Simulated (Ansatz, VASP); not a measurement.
# Sb in VASP and in Ansatz

File INCAR:

```
ALGO     = Normal         # electronic algorithm
EDIFF    = 1E-8           # SCF threshold, eV
ENCUT    = 400            # plane-wave cutoff, eV
GGA      = PE             # functional
GGA_COMPAT= False        
ISIF     = 2              # what is computed and relaxed
ISMEAR   = -1             # smearing method
LASPH    = True           # aspherical terms in the spheres
LCHARG   = False          # write CHGCAR
LEFG     = True         
LREAL    = False          # projectors in reciprocal space
LWAVE    = False          # write WAVECAR
NBANDS   = 12             # bands
NELM     = 120            # most SCF steps
PREC     = Accurate       # precision mode
SIGMA    = 0.05           # smearing width, eV
```

The input KPOINTS:

```
k-points
0
Gamma
  9 9 9
```

Contents of POSCAR:

```
Sb
1.0
    2.1506003320      1.2416496806      3.8188800000
   -2.1506003320      1.2416496806      3.8188800000
    0.0000000000     -2.4832993611      3.8188800000
Sb
2
Direct
    0.2336400000      0.2336400000      0.2336400000
    0.7663600000      0.7663600000      0.7663600000
```

Input for Ansatz:

```yaml
crystal:
  lattice:
    - [2.150600332, 1.2416496806, 3.81888]
    - [-2.150600332, 1.2416496806, 3.81888]
    - [0.0, -2.4832993611, 3.81888]
  atoms:
    - { symbol: Sb, position: [0.23364, 0.23364, 0.23364] }
    - { symbol: Sb, position: [0.76636, 0.76636, 0.76636] }
kpoints:
  mp_grid: { grid: [9, 9, 9] }
scf:
  occupations: { method: fermi_dirac, width: 0.05 }
hamiltonian:
  xc: pbe
  pseudopotentials: { kind: paw }
output:
  forces: true
  stress: true
  eigenvalues: true
  efg: { contact_densities: true }
```

Change from the starting cell: zz strain of +2 %, PAW files.

Alike in both runs: task electric field gradients; functional PBE; k mesh 9 × 9 × 9; occupations fermi-dirac, width 0.05 eV; no spin polarisation.

|  | VASP | Ansatz |
| --- | --- | --- |
| version | VASP 6.6.1 | Ansatz 0.2.0 |
| potentials or method | VASP PAW PBE potentials, release 64 (Sb) | PAW with Ansatz's default frozen-core files, scalar-relativistic |
| plane-wave cutoff (eV) | 400 | 420 |
| valence electrons in the cell | 10 | 30 |

Ansatz gave:

| Quantity | Value |
| --- | --- |
| pressure (GPa) | 2.0 |
| traceless stress, the component that is largest in VASP (GPa) | -0.70 |
| rms of the force components (eV/Å) | 0.039 |
| size of Vzz on the site where it differs most (V/Å²) | 43.4 |

**Question.** Which values does VASP return?

**Answer.** Pressure (GPa): 2.1; traceless stress, the component that is largest in VASP (GPa): -0.73; rms of the force components (eV/Å): 0.063; size of Vzz on the site where it differs most (V/Å²): 39.6.

Atom by atom the forces differ by 0.025 eV/Å (rms over components). With one functional, cell and mesh, what is left measures potentials, basis and numerics. VASP's potentials hold 10 valence electrons a cell and Ansatz's 30, so a difference there can come from the potentials and not from the codes.

Neither program's run includes spin-orbit coupling.
